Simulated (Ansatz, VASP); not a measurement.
**Two plane-wave programs on Zr**

```
Zr
1.0
     3.23200    0.00000    0.00000
    -1.61600    2.79899    0.00000
     0.00000    0.00000    5.14700
Zr
2
Direct
  0.30654 0.61308 0.19171
  0.66667 0.33333 0.75000
```

Alike in both runs: task single point; functional PBEsol; k mesh 18 × 18 × 10; occupations gaussian, width 0.15 eV; no spin polarisation.

|  | VASP | Ansatz |
| --- | --- | --- |
| version | VASP 6.6.1 | Ansatz 0.2.0 |
| potentials or method | VASP PAW PBE potentials, release 64 (Zr_sv), cutoff 520 eV | scalar-relativistic, plane waves, PAW |
| valence electrons in the cell | 24 | 24 |

```tsv
	VASP	Ansatz	Ansatz less VASP
gap on the k mesh at the Fermi level (eV)	none	none	-
pressure (GPa)	-0.1	-0.2	-0.06
traceless stress, the component that is largest in VASP (GPa)	2.45	2.43	-0.018
rms of the force components (eV/Å)	0.939	0.936	-0.0038
```

VASP's potentials were made for PBE, not for PBEsol. Atom by atom the forces differ by 0.004 eV/Å (rms over components). A gap of «none» marks a metal or a gap that the smearing closes. With one functional, cell and mesh, what is left measures potentials, basis and numerics.
